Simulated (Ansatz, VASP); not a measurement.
# Si4B: VASP beside Ansatz

```
Si B
1.0
    -4.05927    4.05927    2.57754
     4.05927   -4.05927    2.57754
     4.05927    4.05927   -2.57754
Si B
8 2
Direct
  0.43439 0.20868 0.59404
  0.31561 0.04132 0.90596
  0.61464 0.84035 0.40596
  0.59035 0.68439 0.72571
  0.79132 0.38536 0.22571
  0.13536 0.40965 0.09404
  0.95868 0.86464 0.27429
  0.15965 0.56561 0.77429
  0.75000 0.25000 0.50000
  0.00000 0.00000 0.00000
```

Change from the starting cell: built by hand: B-substituted diamond Si, Ni4Mo-like ordering (I4_1/a, No. 88).

Alike in both runs: functional PBE; k mesh 4 × 4 × 4; occupations gaussian, width 0.2 eV; no spin polarisation.

Ansatz relaxed the structure, and its values are those at the end. VASP's run is a single point on that final structure, the one shown.

|  | VASP | Ansatz |
| --- | --- | --- |
| version | VASP 6.6.1 | Ansatz 0.2.0 |
| potentials or method | VASP PAW PBE potentials, release 64 (Si, B), cutoff 520 eV | scalar-relativistic, plane waves, PAW |
| valence electrons in the cell | 38 | 38 |

```csv
,VASP,Ansatz,Ansatz less VASP
gap on the k mesh at the Fermi level (eV),none,none,-
pressure (GPa),0.2,0.3,+0.07
rms of the force components (eV/Å),0.023,0.023,+0.0006
```

A gap of «none» marks a metal or a gap that the smearing closes.

The k mesh is coarse, so the values compare programs but aren't converged.
